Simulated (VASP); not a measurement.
A run of VASP 6.6.1:

The input INCAR:

```
SYSTEM = Li2Pd
PREC = Accurate
ENCUT = 520
EDIFF = 1E-8
ISMEAR = -1
SIGMA = 0.15
LREAL = .False.
LASPH = .True.
NELM = 100
ALGO = Fast
ISIF = 2
LWAVE = .False.
LCHARG = .False.
GGA = CA
NBANDS = 15
IBRION = 8
NSW = 1
```

File KPOINTS:

```
regular mesh
0
Gamma
  12 12 16
  0 0 0
```

File POSCAR:

```
Li2Pd
1.0
    4.1214713037      0.0000000000      0.0000000000
   -2.0607356518      3.5692988500      0.0000000000
    0.0000000000      0.0000000000      2.6291363814
Li Pd
2 1
Direct
    0.3333333333      0.6666666667      0.5000000000
    0.6666666667      0.3333333333      0.5000000000
    0.0000000000      0.0000000000      0.0000000000
```

Potentials or basis: VASP PAW LDA potentials, release 64 (Li_sv, Pd).

Launch:

```sh
$ cat potpaw_LDA.64/Li_sv/POTCAR potpaw_LDA.64/Pd/POTCAR > POTCAR
$ mpirun -np 1 vasp_std > vasp.out
```

Hardware: 1 thread of Oxide Virtual Turin-like Processor, with other jobs on the host.

Question: How long does it take, and how much memory?

Answer: Run time: 41 min on 1 thread of Oxide Virtual Turin-like Processor, on a shared host, peak memory 0.78 GiB. Counts: scf iterations 110, k points 171.
